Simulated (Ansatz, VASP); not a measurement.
**One calculation of CdS, two programs**

```
Cd S
1.0
     0.00000    2.97370    2.97370
     2.97370    0.00000    2.97370
     2.97370    2.97370    0.00000
Cd S
1 1
Direct
  0.00000 0.00000 0.00000
  0.75000 0.75000 0.75000
```

Alike in both runs: task single point; functional r2SCAN; dispersion rVV10; k mesh 8 × 8 × 8; occupations fermi-dirac, width 0.05 eV; no spin polarisation.

|  | VASP | Ansatz |
| --- | --- | --- |
| version | VASP 6.6.1 | Ansatz 0.2.0 |
| potentials or method | VASP PAW PBE potentials, release 64 (Cd, S) | Ansatz PAW |
| plane-wave cutoff (eV) | 520 | 500 |
| valence electrons in the cell | 18 | 26 |

```csv
,VASP,Ansatz,Ansatz less VASP
gap on the k mesh at the Fermi level (eV),1.40,1.40,+0.005
least direct gap on the mesh (eV),1.40,1.40,+0.005
pressure (GPa),-2.5,-2.8,-0.32
```

VASP's potentials were made for PBE, not for r2SCAN. VASP's potentials hold 18 valence electrons a cell and Ansatz's 26, so a difference there can come from the potentials and not from the codes.
